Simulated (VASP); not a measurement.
A run of VASP 6.6.1 is set up as follows.

The input POSCAR:

```
LaTe
1.0
    0.0000000000      3.2180000000      3.2180000000
    3.2180000000      0.0000000000      3.2180000000
    3.2180000000      3.2180000000      0.0000000000
La Te
1 1
Direct
    0.0000000000      0.0000000000      0.0000000000
    0.5000000000      0.5000000000      0.5000000000
```

File INCAR.step1:

```
  PREC = Accurate
  ENCUT = 600
  ISMEAR = 0
  SIGMA = 0.1
  LREAL = False
  LASPH = True
  NELM = 100
  GGA = PE
  ALGO = Normal
  EDIFF = 1E-4
  LWAVE = True
  LCHARG = False
```

INCAR.step2

```
  PREC = Accurate
  ENCUT = 600
  EDIFF = 1E-7
  ISMEAR = 0
  SIGMA = 0.1
  LREAL = False
  LASPH = True
  NELM = 100
  ALGO = Normal
  ISIF = 3
  LWAVE = False
  LCHARG = False
  METAGGA = R2SCAN
  LMIXTAU = True
  LUSE_VDW = True
  IVDW_NL = 2
  BPARAM = 11.95
  CPARAM = 0.0093
  IBRION = 2
  NSW = 100
  EDIFFG = -0.002
  PSTRESS = 75.0
  ISTART = 1
```

Contents of KPOINTS:

```
regular mesh
0
Gamma
  12 12 12
```

Potentials or basis: VASP PAW PBE potentials, release 64 (La, Te).

Launch:

```sh
$ cat potpaw_PBE.64/La/POTCAR potpaw_PBE.64/Te/POTCAR > POTCAR
$ cp INCAR.step1 INCAR
$ mpirun -np 1 vasp_std > vasp.out
$ cp INCAR.step2 INCAR
$ mpirun -np 1 vasp_std > vasp.out
```

**Question.** Predict the relaxed volume.

**Answer.** 30.59 Å³/atom.

**Question.** Predict the space group after relaxing (to 0.05 Å).

**Answer.** Fm-3m (No. 225).

The path:
| step | energy change (eV) | largest force (eV/Å) | pressure (GPa) | volume (Å³) |
| --- | --- | --- | --- | --- |
| 1 | 0.0000 | 0.0000 | 0.89 | 66.65 |
| 2 | 0.7324 | 0.0000 | 21.44 | 54.25 |
| 3 | 0.1274 | 0.0000 | 7.26 | 61.34 |
| 4 | 0.1339 | 0.0000 | 7.47 | 61.20 |
| 5 | 0.1389 | 0.0000 | 7.63 | 61.09 |
| 6 | 0.1300 | 0.0000 | 7.34 | 61.28 |
| 7 | 0.1350 | 0.0000 | 7.50 | 61.17 |

Caveat: the cell is relaxed towards a set pressure, so the enthalpy falls and the energy may rise; the PAW data sets were made with another functional, which shifts forces and pressure a little.
